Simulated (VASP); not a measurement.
Set up this calculation in VASP 6.6.1, as the native input.

* Task: density of states
* Functional: LDA
* Potentials or basis: VASP PAW LDA potentials, release 64 (B, P)
* Cutoff: 420 eV
* k mesh: 15 × 15 × 15
* Occupations: fermi-dirac, width 0.1 eV
* Spin: no spin polarisation
* Dipole correction: no
* k mesh for the DOS: 23 × 23 × 23
* Occupations for the DOS: tetrahedron
* Further INCAR settings: ALGO = Normal; EDIFF = 1e-06

The system is BP (rocksalt type).

```
CELL_PARAMETERS angstrom
0.00000 1.97989 1.97989
1.97989 0.00000 1.97989
1.97989 1.97989 0.00000
ATOMIC_POSITIONS crystal
B 0.00000 0.00000 0.00000
P 0.50000 0.50000 0.50000
```

This cell differs from its parent crystal: volume scaled by 0.8.

One way to write it, as run:

POSCAR

```
BP
1.0
    0.0000000000      1.9798935876      1.9798935876
    1.9798935876      0.0000000000      1.9798935876
    1.9798935876      1.9798935876      0.0000000000
B P
1 1
Direct
    0.0000000000      0.0000000000      0.0000000000
    0.5000000000      0.5000000000      0.5000000000
```

INCAR.step1

```
PREC = Accurate
ENCUT = 420
EDIFF = 1E-6
ISMEAR = -1
SIGMA = 0.1
LREAL = False
LASPH = True
NELM = 120
ALGO = Normal
ISIF = 2
LWAVE = False
LCHARG = True
GGA = CA
NBANDS = 11
GGA_COMPAT = False
NEDOS = 2001
LORBIT = 11
```

KPOINTS.step1

```
regular mesh
0
Gamma
  15 15 15
```

INCAR.step2

```
PREC = Accurate
ENCUT = 420
EDIFF = 1E-6
ISMEAR = -5
SIGMA = 0.1
LREAL = False
LASPH = True
NELM = 120
ALGO = Normal
ISIF = 2
LWAVE = False
LCHARG = False
GGA = CA
LORBIT = 10
NEDOS = 2001
ICHARG = 11
GGA_COMPAT = False
```

KPOINTS.step2

```
regular mesh
0
Gamma
  23 23 23
```

Potentials or basis: VASP PAW LDA potentials, release 64 (B, P).

Command:

```console
$ cat potpaw_LDA.64/B/POTCAR potpaw_LDA.64/P/POTCAR > POTCAR
$ cp INCAR.step1 INCAR
$ cp KPOINTS.step1 KPOINTS
$ mpirun -np 1 vasp_std > vasp.out
$ cp INCAR.step2 INCAR
$ cp KPOINTS.step2 KPOINTS
$ mpirun -np 1 vasp_std > vasp.out
```

Results of the run:

```json
{"Valence electrons inside the program's atomic spheres": "B 2.16; P 2.54"}
```

Wall time 15 s on 1 thread of Intel(R) Xeon(R) Platinum 8481C CPU @ 2.70GHz (Sapphire Rapids) (shared host), peak memory 0.14 GiB.
